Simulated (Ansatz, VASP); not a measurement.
**W in VASP and in Ansatz**

```
W
1.0
    -1.56735    1.59730    1.56735
     1.62725   -1.59730    1.62725
     1.56735    1.59730   -1.56735
W
1
Cartesian
  0.0000 0.0000 0.0000
```

Change from the starting cell: strain +0.0375 x Voigt [0, 0, 0, 0, 1, 0], atoms carried along.

Alike in both runs: task single point; functional PBEsol; k mesh 20 × 20 × 20; occupations gaussian, width 0.15 eV; no spin polarisation.

|  | VASP | Ansatz |
| --- | --- | --- |
| version | VASP 6.6.1 | Ansatz 0.2.0 |
| potentials or method | VASP PAW PBE potentials, release 64 (W_sv), cutoff 520 eV | scalar-relativistic, plane waves, PAW |
| valence electrons in the cell | 14 | 14 |

```csv
,VASP,Ansatz,Ansatz less VASP
gap on the k mesh at the Fermi level (eV),none,none,-
pressure (GPa),-10.6,-11.1,-0.45
"traceless stress, the component that is largest in VASP (GPa)",-5.18,-5.10,+0.083
```

VASP's potentials were made for PBE, not for PBEsol. A gap of «none» marks a metal or a gap that the smearing closes.

Neither program's run includes spin-orbit coupling.
